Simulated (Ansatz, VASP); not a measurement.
# One calculation of HfO2, two programs

```
CELL_PARAMETERS angstrom
0.00000 2.43595 2.37797
2.43595 0.00000 2.37797
2.43595 2.43595 0.00000
ATOMIC_POSITIONS crystal
Hf 0.00000 0.00000 0.00000
O 0.25000 0.25000 0.25000
O 0.75000 0.75000 0.75000
```

Alike in both runs: task single point; functional PBEsol; k mesh 8 × 8 × 8; occupations gaussian, width 0.05 eV; no spin polarisation.

|  | VASP | Ansatz |
| --- | --- | --- |
| version | VASP 6.6.1 | Ansatz 0.2.0 |
| potentials or method | VASP PAW PBE potentials, release 64 (Hf_pv, O), cutoff 520 eV | scalar-relativistic, plane waves, PAW |
| valence electrons in the cell | 22 | 38 |

Ansatz gave:

* gap on the k mesh at the Fermi level (eV): 3.65
* least direct gap on the mesh (eV): 3.76

**Question.** What did VASP give for the same quantities?

**Answer.** gap on the k mesh at the Fermi level (eV): 3.70; least direct gap on the mesh (eV): 3.82.

VASP's potentials were made for PBE, not for PBEsol. VASP's potentials hold 22 valence electrons a cell and Ansatz's 38, so a difference there can come from the potentials and not from the codes.

Spin-orbit coupling is off throughout.
